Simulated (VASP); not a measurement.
Set up this calculation in VASP 6.6.1, as the native input.

```
Task                   : single point
Functional             : LDA
Potentials or basis    : VASP PAW LDA potentials, release 64 (Re)
Cutoff                 : 520 eV
k mesh                 : 9 × 9 × 5
Occupations            : fermi-dirac, width 0.05 eV
Spin                   : no spin polarisation
Dipole correction      : no
Further INCAR settings : ALGO = Normal; EDIFF = 1e-06; NBANDS = 14
```

The structure of Re lies in POSCAR:

```
Re
1.0
    2.7608000000      0.0000000000      0.0000000000
   -1.3804000000      2.3909229348      0.0000000000
    0.0000000000      0.0000000000      4.4582000000
Re
2
Direct
    0.3333334121      0.6666668243      0.2500000000
    0.6666666015      0.3333332030      0.7500000000
```

The input as run:

INCAR

```
ALGO     = Normal         # electronic algorithm
EDIFF    = 1E-6           # SCF threshold, eV
ENCUT    = 520            # plane-wave cutoff, eV
GGA      = CA             # functional
GGA_COMPAT= F            
ISIF     = 2              # what is computed and relaxed
ISMEAR   = -1             # smearing method
LASPH    = T              # aspherical terms in the spheres
LCHARG   = F              # write CHGCAR
LREAL    = F              # projectors in reciprocal space
LWAVE    = F              # write WAVECAR
NBANDS   = 14             # bands
NELM     = 120            # most SCF steps
PREC     = Accurate       # precision mode
SIGMA    = 0.05           # smearing width, eV
```

KPOINTS

```
k-points
0
Gamma
  9 9 5
```

Potentials or basis: VASP PAW LDA potentials, release 64 (Re).

Command:

```console
$ cat potpaw_LDA.64/Re/POTCAR > POTCAR
$ mpirun -np 1 vasp_std > vasp.out
```

It gave:

```
Pressure               : -8.8 GPa
Band gap on the k mesh : zero (bands 7 and 8 overlap by 2.81 eV)
```

Caveat: the cell stands under tension; spin-orbit coupling is left out, which moves the levels of the heavy elements.

Wall time 17 s on 1 thread of Intel Xeon 8259CL, on a shared host, peak memory 0.14 GiB.
